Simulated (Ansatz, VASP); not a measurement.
**One calculation of Mg3ZrN2, two programs**

```
Mg Zr N
1.0
    -2.21955    2.21955    4.50670
     2.21955   -2.21955    4.50670
     2.21955    2.21955   -4.50670
Mg Zr N
3 1 2
Direct
  0.75000 0.25000 0.50000
  0.25000 0.75000 0.50000
  0.50000 0.50000 0.00000
  0.00000 0.00000 0.00000
  0.50000 0.00000 0.50000
  0.00000 0.50000 0.50000
```

Alike in both runs: task relaxation of cell and atoms; functional PBE; k mesh 12 × 12 × 12; occupations gaussian, width 0.1 eV; no spin polarisation.

|  | VASP | Ansatz |
| --- | --- | --- |
| version | VASP 6.6.1 | Ansatz 0.2.0 |
| potentials or method | VASP PAW PBE potentials, release 64 (Mg, Zr_sv, N), cutoff 600 eV | scalar-relativistic, plane waves, PAW |
| valence electrons in the cell | 28 | 52 |

```tsv
	VASP	Ansatz	Ansatz less VASP
gap on the k mesh at the Fermi level, each at its own relaxed structure (eV)	none	none	-
relaxed volume (Å³/atom)	14.78	14.84	+0.052
relaxed cell length with the largest relative difference (Å)	5.494	5.506	+0.0118
```

A gap of «none» marks a metal or a gap that the smearing closes. VASP's potentials hold 28 valence electrons a cell and Ansatz's 52, so a difference there can come from the potentials and not from the codes.
